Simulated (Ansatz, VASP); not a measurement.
## Two plane-wave programs on Be2Se

```xyz
3
Lattice="3.6385 0.0000 0.0000 -1.8192 3.1510 0.0000 0.0000 0.0000 3.5058" Properties=species:S:1:pos:R:3 pbc="T T T"
Be    0.0000    2.1007    1.7529
Be    1.8192    1.0503    1.7529
Se    0.0000    0.0000    0.0000
```

Alike in both runs: functional PBE; k mesh 7 × 7 × 5; occupations gaussian, width 0.2 eV; no spin polarisation.

Ansatz relaxed the structure, and its values are those at the end. VASP's run is a single point on that final structure, the one shown.

|  | VASP | Ansatz |
| --- | --- | --- |
| version | VASP 6.6.1 | Ansatz 0.2.0 |
| potentials or method | VASP PAW PBE potentials, release 64 (Be, Se), cutoff 600 eV | scalar-relativistic, plane waves, PAW |
| valence electrons in the cell | 10 | 20 |

Ansatz gave:

| Item | Value |
| --- | --- |
| gap on the k mesh at the Fermi level (eV) | none |
| pressure (GPa) | -0.2 |

**Question.** Estimate VASP's values.

**Answer.** gap on the k mesh at the Fermi level (eV): none; pressure (GPa): -0.1.

A gap of «none» marks a metal or a gap that the smearing closes. VASP's potentials hold 10 valence electrons a cell and Ansatz's 20, so a difference there can come from the potentials and not from the codes.
